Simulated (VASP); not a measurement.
# NbAs (I4_1md) in VASP: a series of runs

NbAs is run at these levels: PBE; tasks: single point.

Program: VASP 6.6.1. These are calculated values, not measurements. Logs are shortened: lines on timing, memory, paths and dates and some standing lists are left out, and cuts for length are marked.

### 1 The cell of the first run

The structure is tetragonal, space group I4_1md (No. 109). Conventional cell: a = 3.417 Å, b = 3.417 Å, c = 11.414 Å, α = 90.00°, β = 90.00°, γ = 90.00°. Nb (site symmetry 2mm) has 6 As at 2.58 to 2.59 Å and 8 Nb at 3.33 to 3.42 Å within 3.5 Å. As (site symmetry 2mm) has 6 Nb at 2.58 to 2.59 Å and 8 As at 3.33 to 3.42 Å within 3.5 Å.

### 2 Single point, PBE (16.66 Å³/atom)

Input file INCAR:

```
ALGO     = Normal         # electronic algorithm
EDIFF    = 1E-7           # SCF threshold, eV
ENCUT    = 520            # plane-wave cutoff, eV
GGA      = PE             # functional
ISIF     = 2              # what is computed and relaxed
ISMEAR   = 0              # smearing method
LASPH    = T              # aspherical terms in the spheres
LCHARG   = F              # write CHGCAR
LREAL    = F              # projectors in reciprocal space
LWAVE    = F              # write WAVECAR
NBANDS   = 26             # bands
NELM     = 100            # most SCF steps
PREC     = Accurate       # precision mode
SIGMA    = 0.1            # smearing width, eV
```

Input file KPOINTS:

```
k-points
0
Gamma
  18 18 18
```

Input file POSCAR:

```
NbAs
1.0
   -1.7083686275      1.7083686275      5.7070514506
    1.7083686275     -1.7083686275      5.7070514506
    1.7083686275      1.7083686275     -5.7070514506
Nb As
2 2
Direct
   -0.0016113578     -0.0016113578      0.0000000000
    0.7483886422      0.2483886422      0.5000000000
    0.4176113578      0.4176113578      0.0000000000
    0.1676113578      0.6676113578      0.5000000000
```

Potentials or basis: VASP PAW PBE potentials, release 64 (Nb_sv, As).

On the command line:

```
$ cat potpaw_PBE.64/Nb_sv/POTCAR potpaw_PBE.64/As/POTCAR > POTCAR
$ mpirun -np 1 vasp_std > vasp.out
```

OUTCAR:

```text
EDIFF = 1E-7
   ENCUT = 520
   GGA = PE
   ISIF = 2
   ISMEAR = 0
   LASPH = T
   LREAL = F
   NELM = 100
   PREC = Accurate

 ion  position               nearest neighbor table
   1  0.998  0.998  0.000-   4 2.58   4 2.58   3 2.59   3 2.59   3 2.59   3 2.59
   2  0.748  0.248  0.500-   3 2.58   3 2.58   4 2.59   4 2.59   4 2.59   4 2.59
   3  0.418  0.418  0.000-   2 2.58   2 2.58   1 2.59   1 2.59   1 2.59   1 2.59
   4  0.168  0.668  0.500-   1 2.58   1 2.58   2 2.59   2 2.59   2 2.59   2 2.59

  LATTYP: Found a body centered tetragonal cell.
 ALAT       =     3.4167372550
 C/A-ratio  =     3.3406440265

  Lattice vectors:

 A1 = (  -1.7083686275,   1.7083686275,   5.7070514506)
 A2 = (   1.7083686275,  -1.7083686275,   5.7070514506)
 A3 = (   1.7083686275,   1.7083686275,  -5.7070514506)

Analysis of symmetry for initial positions (statically):
=====================================================================
 Subroutine PRICEL returns:
 Original cell was already a primitive cell.

 Routine SETGRP: Setting up the symmetry group for a
 body centered tetragonal supercell.

 Subroutine GETGRP returns: Found  8 space group operations
 (whereof  4 operations were pure point group operations)
 out of a pool of 16 trial point group operations.

The static configuration has the point symmetry C_2v.
 The point group associated with its full space group is C_4v.

Analysis of symmetry for dynamics (positions and initial velocities):
=====================================================================
 Subroutine PRICEL returns:
 Original cell was already a primitive cell.

 Routine SETGRP: Setting up the symmetry group for a
 body centered tetragonal supercell.

 Subroutine GETGRP returns: Found  8 space group operations
 (whereof  4 operations were pure point group operations)
 out of a pool of 16 trial point group operations.

The dynamic configuration has the point symmetry C_2v.
 The point group associated with its full space group is C_4v.

 Subroutine INISYM returns: Found  8 space group operations
 (whereof  4 operations are pure point group operations),
 and found     1 'primitive' translations

----------------------------------------------------------------------------------------

                                     Primitive cell

  volume of cell :      66.6247

  direct lattice vectors                    reciprocal lattice vectors
    -1.708368628  1.708368628  5.707051451     0.000000000  0.292676880  0.087610915
     1.708368628 -1.708368628  5.707051451     0.292676880  0.000000000  0.087610915
     1.708368628  1.708368628 -5.707051451     0.292676880  0.292676880  0.000000000

  length of vectors
     6.197377106  6.197377106  6.197377106     0.305508475  0.305508475  0.413907613

  position of ions in fractional coordinates (direct lattice)
     0.998388642  0.998388642  0.000000000
     0.748388642  0.248388642  0.500000000
     0.417611358  0.417611358  0.000000000
     0.167611358  0.667611358  0.500000000

  ion indices of the primitive-cell ions
   primitive index   ion index
                 1           1
                 2           2
                 3           3
                 4           4

----------------------------------------------------------------------------------------

 KPOINTS: k-points

Automatic generation of k-mesh.
 Grid dimensions read from file:
 generate k-points for:   18   18   18

 Generating k-lattice:

  Cartesian coordinates                     Fractional coordinates (reciprocal lattice)
     0.000000000  0.016259827  0.004867273     0.055555556  0.000000000  0.000000000
     0.016259827  0.000000000  0.004867273     0.000000000  0.055555556  0.000000000
     0.016259827  0.016259827  0.000000000     0.000000000  0.000000000  0.055555556

  Length of vectors
     0.016972693  0.016972693  0.022994867

  Shift w.r.t. Gamma in fractional coordinates (k-lattice)
     0.000000000  0.000000000  0.000000000

 Subroutine IBZKPT returns following result:
 ===========================================

 Found    480 irreducible k-points:

 Following reciprocal coordinates:
            Coordinates               Weight
  0.000000  0.000000  0.000000      1.000000
  0.055556  0.000000  0.000000      8.000000
  0.111111  0.000000  0.000000      8.000000
  0.166667 -0.000000  0.000000      8.000000
  0.222222 -0.000000  0.000000      8.000000
  0.277778  0.000000 -0.000000      8.000000
[... 16 lines left out ...]
 -0.277778  0.055556 -0.000000     16.000000
 -0.222222  0.055556 -0.000000     16.000000
 [... further k-points ...]
   k-points           NKPTS =    480   k-points in BZ     NKDIM =    480   number of bands    NBANDS=     26
   number of dos      NEDOS =    301   number of ions     NIONS =      4
   total plane-waves  NPLWV = 110592
   dimension x,y,z NGX =    48 NGY =   48 NGZ =   48
   dimension x,y,z NGXF=    96 NGYF=   96 NGZF=   96
   ions per type =               2   2
   NGX,Y,Z   is equivalent  to a cutoff of  12.88, 12.88, 12.88 a.u.
   NGXF,Y,Z  is equivalent  to a cutoff of  25.75, 25.75, 25.75 a.u.
 SYSTEM =  unknown system
   PREC   = accura    normal or accurate (medium, high low for compatibility)
   ISTART =      0    job   : 0-new  1-cont  2-samecut
   ICHARG =      2    charge: 1-file 2-atom 10-const
   ISPIN  =      1    spin polarized calculation?
   LNONCOLLINEAR =      F non collinear calculations
   LSORBIT =      F    spin-orbit coupling
   LASPH  =      T    aspherical Exc in radial PAW
   ENCUT  =  520.0 eV  38.22 Ry    6.18 a.u.  11.52 11.52 11.52*2*pi/ulx,y,z
   NELM   =    100;   NELMIN=  2; NELMDL= -5     # of ELM steps
   EDIFF  = 0.1E-06   stopping-criterion for ELM
   LREAL  =      F    real-space projection
   EDIFFG = 0.1E-05   stopping-criterion for IOM
   NSW    =      0    number of steps for IOM
   IBRION =     -1    ionic relax: 0-MD 1-quasi-New 2-CG
   NFREE  =      0    steps in history (QN), initial steepest desc. (CG)
   ISIF   =      2    stress and relaxation
   ISYM   =      2    0-nonsym 1-usesym 2-fastsym
   POTIM  = 0.5000    time-step for ionic-motion
   TEBEG  =    0.0;   TEEND  =   0.0 temperature during run
   PSTRESS=    0.0 pullay stress
   NELECT =      36.0000    total number of electrons
   NUPDOWN=      -1.0000    fix difference up-down
   EMIN   =  10.00;   EMAX   =-10.00  energy-range for DOS
   EFERMI =   0.00;   METHOD = LEGACY
   ISMEAR =     0;   SIGMA  =   0.10  broadening in eV -4-tet -1-fermi 0-gaus
   EFERMI_NEDOS =   21; number of points for ismear=-14 and -15
   IALGO  =     38    algorithm
   IMIX   =      4    mixing-type and parameters
     AMIX     =   0.40;   BMIX     =  1.00
     AMIX_MAG =   1.60;   BMIX_MAG =  1.00
  volume/ion in A,a.u.               =      16.66       112.40
  Fermi-wavevector in a.u.,A,eV,Ry     =   1.333411  2.519781 24.190951  1.777985
  Thomas-Fermi vector in A             =   2.462271
   LORBIT       =      0    0 simple, 1 ext, 2 COOP (PROOUT), +10 PAW based schemes
   GGA     = PE    functional components
   LHFCALC =     F    Hartree Fock is set to
   AEXX    =    0.0000 exact exchange contribution
   IVDW    =     0    specifies the selected vdW correction
   LEPSILON=     F    determine dielectric tensor
   LRPA    =     F    only Hartree local field effects (RPA)
 non-spin polarized calculation
 Gauss-broadening in eV      SIGMA  =   0.10
  energy-cutoff  :      520.00
  volume of cell :       66.62
 maximum number of plane-waves:      1825
 NGX is ok and might be reduce to    48
   NGX = 23   NGY = 23   NGZ = 23

 number of electron      36.0000000 magnetization

 Free energy of the ion-electron system (eV)
  ---------------------------------------------------
  ext. energy  EPLUGINS =         0.00000000
  ---------------------------------------------------
  free energy    TOTEN  =       -32.38993233 eV

  energy without entropy =      -32.38756079  energy(sigma->0) =      -32.38874656

 E-fermi :  10.2114     XC(G=0): -12.0658

 val. band max:       10.2031223308   @ k =  -0.3889   0.3889   0.3889
 cond. band min:      10.2144645406   @ k =  -0.3333   0.4444   0.3333
 fundamental gap:      0.0113422098
 Fermi energy:        10.2114174333

 k-point     1 :       0.0000    0.0000    0.0000
  band No.  band energies     occupation
      1     -44.8160      2.00000
      2     -44.7786      2.00000
      3     -21.0843      2.00000
      4     -20.9477      2.00000
      5     -20.9477      2.00000
      6     -20.7831      2.00000
[... 18 lines left out ...]
     25      14.2829      0.00000
     26      14.2830      0.00000

 k-point     2 :       0.0556    0.0000    0.0000
  band No.  band energies     occupation
      1     -44.8153      2.00000
      2     -44.7784      2.00000
      3     -21.0817      2.00000
      4     -20.9549      2.00000
      5     -20.9471      2.00000
      6     -20.7902      2.00000
[... 18 lines left out ...]
     25      14.4252      0.00000
     26      14.4277      0.00000

 k-point     3 :       0.1111    0.0000    0.0000
  band No.  band energies     occupation
      1     -44.8135      2.00000
      2     -44.7778      2.00000
      3     -21.0748      2.00000
      4     -20.9748      2.00000
      5     -20.9451      2.00000
      6     -20.8100      2.00000
[... 18 lines left out ...]
     25      14.5986      0.00000
     26      14.8051      0.00000

 k-point     4 :       0.1667   -0.0000    0.0000
  band No.  band energies     occupation
      1     -44.8106      2.00000
      2     -44.7770      2.00000
      3     -21.0679      2.00000
      4     -21.0014      2.00000
      5     -20.9421      2.00000
      6     -20.8391      2.00000
[... 18 lines left out ...]
     25      14.7915      0.00000
     26      15.3201      0.00000

 k-point     5 :       0.2222   -0.0000    0.0000
  band No.  band energies     occupation
      1     -44.8070      2.00000
      2     -44.7760      2.00000
      3     -21.0771      2.00000
      4     -21.0159      2.00000
      5     -20.9385      2.00000
      6     -20.8730      2.00000
[... 18 lines left out ...]
     25      14.9294      0.00000
     26      15.8599      0.00000

 k-point     6 :       0.2778    0.0000   -0.0000
  band No.  band energies     occupation
      1     -44.8029      2.00000
      2     -44.7751      2.00000
      3     -21.1099      2.00000
      4     -21.0095      2.00000
      5     -20.9345      2.00000
      6     -20.9052      2.00000
[... 427 lines left out ...]
 k-point    21 :      -0.3889    0.0556    0.0000
  band No.  band energies     occupation
      1     -44.7955      2.00000
      2     -44.7735      2.00000
      3     -21.1769      2.00000
      4     -21.0082      2.00000
      5     -20.9384      2.00000
      6     -20.9280      2.00000
[... 18 lines left out ...]
     25      14.9257      0.00000
     26      16.7596      0.00000

 k-point    22 :      -0.3333    0.0556    0.0000
  band No.  band energies     occupation
      1     -44.7989      2.00000
      2     -44.7737      2.00000
      3     -21.1456      2.00000
      4     -21.0037      2.00000
      5     -20.9380      2.00000
      6     -20.9278      2.00000
[... 18 lines left out ...]
     25      14.9240      0.00000
     26      16.5599      0.00000

 k-point    23 :      -0.2778    0.0556   -0.0000
  band No.  band energies     occupation
      1     -44.8029      2.00000
      2     -44.7744      2.00000
      3     -21.1089      2.00000
      4     -21.0110      2.00000
      5     -20.9407      2.00000
      6     -20.9060      2.00000
[... 18 lines left out ...]
     25      15.0544      0.00000
     26      16.1884      0.00000

 k-point    24 :      -0.2222    0.0556   -0.0000
  band No.  band energies     occupation
      1     -44.8068      2.00000
      2     -44.7753      2.00000
      3     -21.0771      2.00000
      4     -21.0166      2.00000
      5     -20.9448      2.00000
      6     -20.8730      2.00000
[... 18 lines left out ...]
     25      15.0372      0.00000
     26      15.7111      0.00000

 [... further k-points ...]
[... 5 lines left out ...]
  --------------------------------------------------------------------------------------
  -------------------------------------------------------------------------------------
  Total        4.7427307      4.7427307      4.7105130      0.0000000      0.0000000      0.0000000
  in kB      114.0523124    114.0523124    113.2775470      0.0000000      0.0000000      0.0000000
  external PRESSURE =     113.7940573 kB  Pullay stress =       0.0000000 kB

 VOLUME and BASIS-vectors are now :
 -----------------------------------------------------------------------------
  energy-cutoff  :      520.00
  volume of cell :       66.62
      direct lattice vectors                 reciprocal lattice vectors
    -1.708368628  1.708368628  5.707051451     0.000000000  0.292676880  0.087610915
     1.708368628 -1.708368628  5.707051451     0.292676880  0.000000000  0.087610915
     1.708368628  1.708368628 -5.707051451     0.292676880  0.292676880  0.000000000

 POSITION                                       TOTAL-FORCE (eV/Angst)
 -----------------------------------------------------------------------------------
      0.00000      0.00000     11.39571        -0.000000      0.000000     -0.001869
      0.00000      1.70837      2.83513         0.000000     -0.000000     -0.001869
      0.00000      0.00000      4.76666         0.000000     -0.000000      0.001869
      1.70837      0.00000      1.91313        -0.000000      0.000000      0.001869
 -----------------------------------------------------------------------------------
    total drift:                               -0.000000     -0.000000     -0.000062

  FREE ENERGIE OF THE ION-ELECTRON SYSTEM (eV)
  ---------------------------------------------------
  free  energy   TOTEN  =       -32.3899323264 eV

  energy  without entropy=      -32.3875607902  energy(sigma->0) =      -32.38874656
```

Wall time 17 min (1 thread of Intel Xeon 6975P-C (Granite Rapids), shared host); peak memory 0.88 GiB.

Results:

```yaml
Free_energy: -32.3899 eV
Pressure: 11.4 GPa
Band_gap_on_the_k_mesh: zero (filled and empty bands touch)
```

Stress tensor (GPa, compression positive):
```
11.41  0.00  0.00
 0.00 11.41  0.00
 0.00  0.00 11.33
```

Caveat: the cell stands under pressure.

(Part 1 of 2 ends here.)
